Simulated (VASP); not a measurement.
Here is a VASP 6.6.1 calculation.

The input INCAR:

```
SYSTEM = HfB
PREC     = Accurate       ! precision mode
ENCUT    = 500            ! plane-wave cutoff, eV
EDIFF    = 1E-6           ! SCF threshold, eV
ISMEAR   = -1             ! smearing method
SIGMA    = 0.15           ! smearing width, eV
LREAL    = .False.        ! projectors in reciprocal space
LASPH    = .True.         ! aspherical terms in the spheres
NELM     = 120            ! most SCF steps
ALGO     = Normal         ! electronic algorithm
ISIF     = 2              ! what is computed and relaxed
LWAVE    = .False.        ! write WAVECAR
LCHARG   = .False.        ! write CHGCAR
GGA      = PE             ! functional
NBANDS   = 14             ! bands
GGA_COMPAT= .False.
```

The input KPOINTS:

```
regular mesh
0
Gamma
  16 16 16
  0 0 0
```

Contents of POSCAR:

```
HfB
1.0
    0.0000000000      2.4341093244      2.4341093244
    2.4341093244      0.0000000000      2.4341093244
    2.4341093244      2.4341093244      0.0000000000
Hf B
1 1
Direct
    0.5000000000      0.5000000000      0.5000000000
    0.0000000000      0.0000000000      0.0000000000
```

Potentials or basis: VASP PAW PBE potentials, release 64 (Hf_pv, B).

Launch:

```bash
$ cat potpaw_PBE.64/Hf_pv/POTCAR potpaw_PBE.64/B/POTCAR > POTCAR
$ mpirun -np 1 vasp_std > vasp.out
```

Estimate the pressure.

-3.3 GPa.
